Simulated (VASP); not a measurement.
# Al2TlGa2B5Sb10 (P1) in VASP: single point with PBE

Aim: the single point of Al2TlGa2B5Sb10 with PBE.

Program: VASP 6.6.1. These are calculated values, not measurements. Logs are shortened: lines on timing, memory, paths and dates and some standing lists are left out, and cuts for length are marked.

### 1 The cell of the first run

The typed cell holds 20 atoms: a = 7.009 Å, b = 7.014 Å, c = 11.023 Å, α = 84.02°, β = 71.51°, γ = 70.44°.

### 2 Single point, PBE

Input file INCAR:

```
SYSTEM = Al2TlGa2B5Sb10
PREC = Accurate
ENCUT = 520
EDIFF = 1E-6
ISMEAR = 0
SIGMA = 0.1
LREAL = Auto
LASPH = .TRUE.
NELM = 100
ALGO = Normal
ISIF = 2
LWAVE = .FALSE.
LCHARG = .FALSE.
GGA = PE
NBANDS = 71
ISYM = 0
```

Input file KPOINTS:

```
Automatic mesh
0
G
  3 3 2
  0 0 0
```

Input file POSCAR:

```
Al2TlGa2B5Sb10
1.0
    2.8555796740      2.8598500857      5.7263764798
   -2.8665631717     -2.8549088630      5.7294607529
    8.8250249501     -5.9575101705      2.8529208255
B Al Ga Sb Tl
5 2 2 10 1
Direct
    0.2191589628      0.9999119091      0.5667222266
    0.3867011915      0.9956005739      0.2233809578
    0.3034801210      0.4922898967      0.3886971957
    0.7992117574      0.9970691804      0.3899342707
    0.8839739548      0.4945419038      0.2255115642
    0.9992471303      0.9910047509      0.0068938895
    0.7047472305      0.5011161486      0.5818105846
    0.6053017714      0.0052958072      0.7936876051
    0.4815708518      0.5056078588      0.0310865296
    0.5702399408      0.9007368234      0.5719750442
    0.5057569289      0.3947217574      0.8076618013
    0.0146323108      0.9195276676      0.7648694361
    0.3856600071      0.8983583520      0.0281317126
    0.7536774946      0.8550558307      0.2221723715
    0.6624169670      0.3552746211      0.3832658298
    0.1692359841      0.8623908582      0.3953546359
    0.1120168120      0.3499455695      0.5607452684
    0.8677052215      0.3844216378      0.0430743562
    0.2418665835      0.3595675116      0.2270896912
    0.0876617482      0.4970050045      0.7978038272
```

Potentials or basis: VASP PAW PBE potentials, release 64 (B, Al, Ga_d, Sb, Tl_d).

Started as:

```
cat potpaw_PBE.64/B/POTCAR potpaw_PBE.64/Al/POTCAR potpaw_PBE.64/Ga_d/POTCAR potpaw_PBE.64/Sb/POTCAR potpaw_PBE.64/Tl_d/POTCAR > POTCAR
mpirun -np 1 vasp_std > vasp.out
```

OUTCAR:

```text
SYSTEM = Al2TlGa2B5Sb10
   PREC = Accurate
   ENCUT = 520
   EDIFF = 1E-6
   ISMEAR = 0
   LREAL = Auto
   LASPH = .TRUE.
   NELM = 100
   ISIF = 2
   GGA = PE
   ISYM = 0

 ion  position               nearest neighbor table
   1  0.219  1.000  0.567-  17 2.31  12 2.33  10 2.34  16 2.38
   2  0.387  0.996  0.223-  13 2.33  16 2.35  19 2.41  14 2.42
   3  0.303  0.492  0.389-  17 2.30  19 2.31  15 2.36  16 2.45
   4  0.799  0.997  0.390-  10 2.34  14 2.34  15 2.37  16 2.46
   5  0.884  0.495  0.226-  18 2.28  15 2.31  19 2.37  14 2.38
   6  0.999  0.991  0.007-  18 2.63  13 2.65  12 2.73  14 2.75
   7  0.705  0.501  0.582-  11 2.61  17 2.63  10 2.64  15 2.65
   8  0.605  0.005  0.794-  11 2.59  12 2.65  10 2.73  13 2.73
   9  0.482  0.506  0.031-  18 2.59  11 2.60  13 2.61  19 2.63
  10  0.570  0.901  0.572-   4 2.34   1 2.34   7 2.64   8 2.73  14 3.67  17 3.69  15 3.75  12 3.76

  11  0.506  0.395  0.808-   8 2.59   9 2.60   7 2.61  20 2.81
  12  0.015  0.920  0.765-   1 2.33   8 2.65   6 2.73  20 2.84  17 3.69  10 3.76
  13  0.386  0.898  0.028-   2 2.33   9 2.61   6 2.65   8 2.73  14 3.76  19 3.77
  14  0.754  0.855  0.222-   4 2.34   5 2.38   2 2.42   6 2.75  10 3.67  18 3.74  13 3.76
  15  0.662  0.355  0.383-   5 2.31   3 2.36   4 2.37   7 2.65  18 3.58  17 3.74  10 3.75
  16  0.169  0.862  0.395-   2 2.35   1 2.38   3 2.45   4 2.46
  17  0.112  0.350  0.561-   3 2.30   1 2.31   7 2.63  20 2.84  19 3.50  12 3.69  10 3.69  15 3.74

  18  0.868  0.384  0.043-   5 2.28   9 2.59   6 2.63  20 2.83  15 3.58  19 3.74  14 3.74
  19  0.242  0.360  0.227-   3 2.31   5 2.37   2 2.41   9 2.63  17 3.50  18 3.74  13 3.77
  20  0.088  0.497  0.798-  11 2.81  18 2.83  12 2.84  17 2.84

IMPORTANT INFORMATION: All symmetrisations will be switched off!
NOSYMM: (Re-)initialisation of all symmetry stuff for point group C_1.

----------------------------------------------------------------------------------------

                                     Primitive cell

  volume of cell :     484.2685

  direct lattice vectors                    reciprocal lattice vectors
     2.855579674  2.859850086  5.726376480     0.053665461  0.121297819  0.087290877
    -2.866563172 -2.854908863  5.729460753    -0.087294285 -0.087531345  0.087245803
     8.825024950 -5.957510170  2.852920826     0.067594077 -0.067681363  0.000094000

  length of vectors
     7.008884745  7.013872650 11.023254966     0.158785515  0.151307167  0.095654247

  position of ions in fractional coordinates (direct lattice)
     0.219158963  0.999911909  0.566722227
     0.386701192  0.995600574  0.223380958
     0.303480121  0.492289897  0.388697196
     0.799211757  0.997069180  0.389934271
     0.883973955  0.494541904  0.225511564
     0.999247130  0.991004751  0.006893889
[... 12 lines left out ...]
     0.241866583  0.359567512  0.227089691
     0.087661748  0.497005004  0.797803827

  ion indices of the primitive-cell ions
   primitive index   ion index
                 1           1
                 2           2
                 3           3
                 4           4
                 5           5
                 6           6
[... 12 lines left out ...]
                19          19
                20          20

----------------------------------------------------------------------------------------

 KPOINTS: Automatic mesh

Automatic generation of k-mesh.
 Grid dimensions read from file:
 generate k-points for:    3    3    2

 Generating k-lattice:

  Cartesian coordinates                     Fractional coordinates (reciprocal lattice)
     0.017888487  0.040432606  0.029096959     0.333333333  0.000000000  0.000000000
    -0.029098095 -0.029177115  0.029081934    -0.000000000  0.333333333 -0.000000000
     0.033797039 -0.033840682  0.000047000    -0.000000000  0.000000000  0.500000000

  Length of vectors
     0.052928505  0.050435722  0.047827124

  Shift w.r.t. Gamma in fractional coordinates (k-lattice)
     0.000000000  0.000000000  0.000000000

 Subroutine IBZKPT returns following result:
 ===========================================

 Found     10 irreducible k-points:

 Following reciprocal coordinates:
            Coordinates               Weight
  0.000000  0.000000  0.000000      1.000000
  0.333333 -0.000000  0.000000      2.000000
 -0.000000  0.333333  0.000000      2.000000
  0.333333  0.333333 -0.000000      2.000000
 -0.333333  0.333333  0.000000      2.000000
  0.000000  0.000000  0.500000      1.000000
  0.333333  0.000000  0.500000      2.000000
  0.000000  0.333333  0.500000      2.000000
  0.333333  0.333333  0.500000      2.000000
 -0.333333  0.333333  0.500000      2.000000
   k-points           NKPTS =     10   k-points in BZ     NKDIM =     10   number of bands    NBANDS=     71
   number of dos      NEDOS =    301   number of ions     NIONS =     20
   total plane-waves  NPLWV = 244944
   dimension x,y,z NGX =    54 NGY =   54 NGZ =   84
   dimension x,y,z NGXF=   108 NGYF=  108 NGZF=  168
   ions per type =               5   2   2  10   1
   NGX,Y,Z   is equivalent  to a cutoff of  12.81, 12.80, 12.67 a.u.
   NGXF,Y,Z  is equivalent  to a cutoff of  25.62, 25.60, 25.34 a.u.
 SYSTEM =  Al2TlGa2B5Sb10
   PREC   = accura    normal or accurate (medium, high low for compatibility)
   ISTART =      0    job   : 0-new  1-cont  2-samecut
   ICHARG =      2    charge: 1-file 2-atom 10-const
   ISPIN  =      1    spin polarized calculation?
   LNONCOLLINEAR =      F non collinear calculations
   LSORBIT =      F    spin-orbit coupling
   LASPH  =      T    aspherical Exc in radial PAW
   ENCUT  =  520.0 eV  38.22 Ry    6.18 a.u.  13.03 13.04 20.50*2*pi/ulx,y,z
   NELM   =    100;   NELMIN=  2; NELMDL= -5     # of ELM steps
   EDIFF  = 0.1E-05   stopping-criterion for ELM
   LREAL  =      T    real-space projection
   EDIFFG = 0.1E-04   stopping-criterion for IOM
   NSW    =      0    number of steps for IOM
   IBRION =     -1    ionic relax: 0-MD 1-quasi-New 2-CG
   NFREE  =      0    steps in history (QN), initial steepest desc. (CG)
   ISIF   =      2    stress and relaxation
   ISYM   =      0    0-nonsym 1-usesym 2-fastsym
   POTIM  = 0.5000    time-step for ionic-motion
   TEBEG  =    0.0;   TEEND  =   0.0 temperature during run
   PSTRESS=    0.0 pullay stress
   NELECT =     110.0000    total number of electrons
   NUPDOWN=      -1.0000    fix difference up-down
   EMIN   =  10.00;   EMAX   =-10.00  energy-range for DOS
   EFERMI =   0.00;   METHOD = LEGACY
   ISMEAR =     0;   SIGMA  =   0.10  broadening in eV -4-tet -1-fermi 0-gaus
   EFERMI_NEDOS =   21; number of points for ismear=-14 and -15
   IALGO  =     38    algorithm
   IMIX   =      4    mixing-type and parameters
     AMIX     =   0.40;   BMIX     =  1.00
     AMIX_MAG =   1.60;   BMIX_MAG =  1.00
  volume/ion in A,a.u.               =      24.21       163.40
  Fermi-wavevector in a.u.,A,eV,Ry     =   0.998873  1.887596 13.575179  0.997747
  Thomas-Fermi vector in A             =   2.131126
   LORBIT       =      0    0 simple, 1 ext, 2 COOP (PROOUT), +10 PAW based schemes
   GGA     = PE    functional components
   LHFCALC =     F    Hartree Fock is set to
   AEXX    =    0.0000 exact exchange contribution
   IVDW    =     0    specifies the selected vdW correction
   LEPSILON=     F    determine dielectric tensor
   LRPA    =     F    only Hartree local field effects (RPA)
 non-spin polarized calculation
 Gauss-broadening in eV      SIGMA  =   0.10
  energy-cutoff  :      520.00
  volume of cell :      484.27
 maximum number of plane-waves:     13049
 NGX is ok and might be reduce to    54
   NGX = 27   NGY = 27   NGZ = 41

 number of electron     110.0000010 magnetization

 Free energy of the ion-electron system (eV)
  ---------------------------------------------------
  ext. energy  EPLUGINS =         0.00000000
  ---------------------------------------------------
  free energy    TOTEN  =       -84.74863453 eV

  energy without entropy =      -84.74069718  energy(sigma->0) =      -84.74466586

 E-fermi :   6.2693     XC(G=0):  -9.3544

 val. band max:        6.2119102556   @ k =   0.0000   0.0000   0.5000
 cond. band min:       6.2953403102   @ k =   0.0000   0.0000   0.5000
 fundamental gap:      0.0834300546
 Fermi energy:         6.2692788540

 k-point     1 :       0.0000    0.0000    0.0000
  band No.  band energies     occupation
      1      -9.1688      2.00000
      2      -9.1509      2.00000
      3      -9.1378      2.00000
      4      -9.1091      2.00000
      5      -9.1052      2.00000
      6      -9.0998      2.00000
[... 59 lines left out ...]
     66       8.6725      0.00000
     67       8.8322      0.00000

 k-point     2 :       0.3333   -0.0000    0.0000
  band No.  band energies     occupation
      1      -9.1685      2.00000
      2      -9.1508      2.00000
      3      -9.1380      2.00000
      4      -9.1090      2.00000
      5      -9.1052      2.00000
      6      -9.0997      2.00000
[... 59 lines left out ...]
     66       8.6756      0.00000
     67       8.8248      0.00000

 k-point     3 :      -0.0000    0.3333    0.0000
  band No.  band energies     occupation
      1      -9.1682      2.00000
      2      -9.1500      2.00000
      3      -9.1381      2.00000
      4      -9.1089      2.00000
      5      -9.1051      2.00000
      6      -9.1008      2.00000
[... 59 lines left out ...]
     66       8.5500      0.00000
     67       8.8093      0.00000

 k-point     4 :       0.3333    0.3333   -0.0000
  band No.  band energies     occupation
      1      -9.1679      2.00000
      2      -9.1502      2.00000
      3      -9.1383      2.00000
      4      -9.1090      2.00000
      5      -9.1053      2.00000
      6      -9.1008      2.00000
[... 59 lines left out ...]
     66       8.2887      0.00000
     67       8.4067      0.00000

 k-point     5 :      -0.3333    0.3333    0.0000
  band No.  band energies     occupation
      1      -9.1679      2.00000
      2      -9.1500      2.00000
      3      -9.1383      2.00000
      4      -9.1089      2.00000
      5      -9.1052      2.00000
      6      -9.1007      2.00000
[... 59 lines left out ...]
     66       8.5974      0.00000
     67       8.8285      0.00000

 k-point     6 :       0.0000    0.0000    0.5000
  band No.  band energies     occupation
      1      -9.1688      2.00000
      2      -9.1509      2.00000
      3      -9.1378      2.00000
      4      -9.1091      2.00000
      5      -9.1052      2.00000
      6      -9.0998      2.00000
[... 59 lines left out ...]
     66       8.6006      0.00000
     67       8.7017      0.00000

 k-point     7 :       0.3333    0.0000    0.5000
  band No.  band energies     occupation
      1      -9.1685      2.00000
      2      -9.1508      2.00000
      3      -9.1380      2.00000
      4      -9.1090      2.00000
      5      -9.1052      2.00000
      6      -9.0997      2.00000
[... 59 lines left out ...]
     66       8.6536      0.00000
     67       8.7344      0.00000

 k-point     8 :       0.0000    0.3333    0.5000
  band No.  band energies     occupation
      1      -9.1682      2.00000
      2      -9.1500      2.00000
      3      -9.1381      2.00000
      4      -9.1089      2.00000
      5      -9.1051      2.00000
      6      -9.1008      2.00000
[... 59 lines left out ...]
     66       8.6459      0.00000
     67       8.8128      0.00000

 k-point     9 :       0.3333    0.3333    0.5000
  band No.  band energies     occupation
      1      -9.1679      2.00000
      2      -9.1502      2.00000
      3      -9.1383      2.00000
      4      -9.1090      2.00000
      5      -9.1053      2.00000
      6      -9.1008      2.00000
[... 59 lines left out ...]
     66       8.2432      0.00000
     67       8.4640      0.00000

 k-point    10 :      -0.3333    0.3333    0.5000
  band No.  band energies     occupation
      1      -9.1679      2.00000
      2      -9.1500      2.00000
      3      -9.1383      2.00000
      4      -9.1089      2.00000
      5      -9.1052      2.00000
      6      -9.1007      2.00000
[... 59 lines left out ...]
     66       8.4842      0.00000
     67       8.5956      0.00000
 [bands above 67 left out]

------------------------ aborting loop because EDIFF is reached ----------------------------------------

  FORCE on cell =-STRESS in cart. coord.  units (eV):
  Direction    XX          YY          ZZ          XY          YZ          ZX
  --------------------------------------------------------------------------------------
  -------------------------------------------------------------------------------------
  Total        0.4285778      0.4794161      0.5216783     -0.1678628      0.0094747     -0.0160825
  in kB        1.4179275      1.5861234      1.7259458     -0.5553653      0.0313464     -0.0532082
  external PRESSURE =       1.5766656 kB  Pullay stress =       0.0000000 kB

 VOLUME and BASIS-vectors are now :
 -----------------------------------------------------------------------------
  energy-cutoff  :      520.00
  volume of cell :      484.27
      direct lattice vectors                 reciprocal lattice vectors
     2.855579674  2.859850086  5.726376480     0.053665461  0.121297819  0.087290877
    -2.866563172 -2.854908863  5.729460753    -0.087294285 -0.087531345  0.087245803
     8.825024950 -5.957510170  2.852920826     0.067594077 -0.067681363  0.000094000

 POSITION                                       TOTAL-FORCE (eV/Angst)
 -----------------------------------------------------------------------------------
      2.76085     -5.60415      8.60076        -0.001936      0.012756     -0.010160
      0.22165     -3.06724      8.55594         0.010220     -0.017206      0.017873
      2.88569     -2.85320      5.66732        -0.021149     -0.003650      0.043058
      2.86523     -2.88395     11.40171         0.010522      0.014641      0.032229
      3.09677     -0.22733      8.53879         0.002846     -0.016276      0.027735
      0.07349     -0.01260     11.41966         0.000805     -0.000461     -0.031672
[... 12 lines left out ...]
      1.66402     -1.68772      4.09302        -0.012556      0.018433     -0.001687
      5.86627     -5.92113      5.62563        -0.004350      0.000368      0.007197
 -----------------------------------------------------------------------------------
    total drift:                                0.001701      0.005366      0.004112

  FREE ENERGIE OF THE ION-ELECTRON SYSTEM (eV)
  ---------------------------------------------------
  free  energy   TOTEN  =       -84.7486345299 eV

  energy  without entropy=      -84.7406971802  energy(sigma->0) =      -84.74466586
```

Wall time 15 min (1 thread of AMD EPYC 7R43 (Zen 3), shared host); peak memory 0.62 GiB.

Results:

| Item | Value |
| --- | --- |
| Free energy | -84.7486 eV |
| Pressure | 0.2 GPa |
| Largest force | 0.048 eV/Å |
| Band gap on the k mesh | 0.08 eV |

Forces in eV/Å, atoms in the order of the input:
```
B   -0.002  0.013 -0.010
B    0.010 -0.017  0.018
B   -0.021 -0.004  0.043
B    0.011  0.015  0.032
B    0.003 -0.016  0.028
Al   0.001  0.000 -0.032
Al  -0.011  0.005 -0.037
Ga   0.007  0.005 -0.045
Ga   0.012 -0.010 -0.024
Sb  -0.003 -0.025  0.010
Sb  -0.004 -0.028  0.006
Sb   0.026  0.008  0.002
Sb  -0.004  0.023  0.003
Sb  -0.017  0.006  0.006
Sb   0.011 -0.002 -0.029
Sb  -0.001  0.002 -0.019
Sb   0.029 -0.008  0.033
Sb  -0.030  0.017  0.010
Sb  -0.013  0.018 -0.002
Tl  -0.004  0.000  0.007
```

Stress tensor (GPa, compression positive):
```
 0.14 -0.06 -0.01
-0.06  0.16  0.00
-0.01  0.00  0.17
```

Caveat: spin-orbit coupling is left out, which moves the levels of the heavy elements. A k mesh can miss the band edges.
